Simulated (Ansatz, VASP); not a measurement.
**MnS: VASP beside Ansatz**

```
CELL_PARAMETERS angstrom
0.00000 2.86387 2.86387
2.86387 0.00000 2.86387
2.86387 2.86387 0.00000
ATOMIC_POSITIONS crystal
Mn 0.00000 0.00000 0.00000
S 0.25000 0.25000 0.25000
```

Alike in both runs: task single point; functional PBEsol; k mesh 8 × 8 × 8; collinear spin; Hubbard terms Mn d U = 3.5 eV.

```csv
,VASP,Ansatz
version,VASP 6.6.1,Ansatz 0.2.0
potentials or method,"VASP PAW PBE potentials, release 64 (Mn_pv, S), cutoff 520 eV","plane waves, PAW"
occupations,"methfessel-paxton of order 1, width 0.1 eV",cold
valence electrons in the cell,19,21
```

|  | VASP | Ansatz | Ansatz less VASP |
| --- | --- | --- | --- |
| net moment per atom (μB) | 2.50 | 2.50 | 0.000 |
| size of the moment on the site where the two differ most (μB) | 4.57 | 4.39 | -0.177 |

VASP's potentials were made for PBE, not for PBEsol. Site moments also hang on the region over which each program counts them. The programs project onto different local orbitals, so the same U acts differently, and such runs can settle in different states. VASP's potentials hold 19 valence electrons a cell and Ansatz's 21, so a difference there can come from the potentials and not from the codes. Ansatz's warnings: given moment on shells, stability check not made.
